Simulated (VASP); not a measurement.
## Te: single point with PBE

Crystal: Te.

```
CELL_PARAMETERS angstrom
3.12801 0.00000 0.00000
-1.56401 2.70894 0.00000
0.00000 0.00000 2.93820
ATOMIC_POSITIONS crystal
Te 0.00000 0.00000 0.00000
```

This isn't the form of Te at room conditions, which is trigonal, of chains.

```
Program             : VASP 6.6.1
Task                : single point
Functional          : PBE
Potentials or basis : VASP PAW PBE potentials, release 64 (Te)
Cutoff              : 520 eV
k mesh              : 15 × 15 × 13
Occupations         : fermi-dirac, width 0.1 eV
Spin                : no spin polarisation
```

```
Pressure               : 19.0 GPa
Band gap on the k mesh : zero (bands 3 and 4 overlap by 8.69 eV)
```

Levels at points of the mesh, in eV from the Fermi level:
| k point | band 1 | band 2 | band 3 | band 4 | band 5 | band 6 | band 7 | band 8 |
| --- | --- | --- | --- | --- | --- | --- | --- | --- |
| (0.00, 0.00, 0.00) | -15.57 | 1.77 | 2.88 | 2.88 | 6.06 | 9.28 | 9.49 | 9.49 |

Wall time 21 s on 1 thread of Intel Xeon 6455B (shared host), peak memory 0.16 GiB.

Caveat: the cell stands under pressure; spin-orbit coupling is left out, which moves the levels of the heavy elements.
